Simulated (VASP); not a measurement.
Wanted: the native input for a VASP 6.6.1 run.

```yaml
Task: single point
Functional: PBE
Dispersion: D3(BJ)
Potentials_or_basis: VASP PAW PBE potentials, release 64 (P)
Cutoff: 520 eV
k_mesh: 9 × 9 × 1
Occupations: gaussian, width 0.05 eV
Spin: no spin polarisation
Dipole_correction: yes
Further_INCAR_settings: ALGO = Normal; EDIFF = 1e-07; NBANDS = 18
```

The structure of P lies in POSCAR:

```
P
1.0
    3.2540552129      0.0000000000      0.0000000000
   -1.6270276064      2.8180944797      0.0000000000
    0.0000000000      0.0000000000     19.9904919088
P
4
Direct
    0.3333333333      0.6666666667      0.2873989285
    0.6666666667      0.3333333333      0.2251070169
    0.3333333333      1.6666666667      0.5152695569
    0.6666666667      1.3333333333      0.4529776454
```

This cell differs from its parent crystal: layers slid over each other.

The input as run:

INCAR

```
ALGO     = Normal         # electronic algorithm
DIPOL    = 0.5 0.5 0.370
EDIFF    = 1E-7           # SCF threshold, eV
ENCUT    = 520            # plane-wave cutoff, eV
GGA      = PE             # functional
IDIPOL   = 3            
ISIF     = 2              # what is computed and relaxed
ISMEAR   = 0              # smearing method
IVDW     = 12             # dispersion correction
LASPH    = True           # aspherical terms in the spheres
LCHARG   = False          # write CHGCAR
LDIPOL   = True         
LREAL    = False          # projectors in reciprocal space
LWAVE    = False          # write WAVECAR
NBANDS   = 18             # bands
NELM     = 80             # most SCF steps
PREC     = Accurate       # precision mode
SIGMA    = 0.05           # smearing width, eV
```

KPOINTS

```
k-points
0
Gamma
  9 9 1
```

Potentials or basis: VASP PAW PBE potentials, release 64 (P).

The run is started by

```bash
$ cat potpaw_PBE.64/P/POTCAR > POTCAR
$ mpirun -np 1 vasp_std > vasp.out
```

It gave:

- Largest force: 0.107 eV/Å
- Band gap on the k mesh: 1.21 eV (least direct gap 1.98 eV)
- Dispersion energy per atom: -0.267 eV

Caveat: the cell differs from its parent crystal (layers slid over each other).

Run time: 34 s on 1 thread of Intel(R) Xeon(R) 6975P-C (Granite Rapids), on a shared host, peak memory 0.27 GiB.
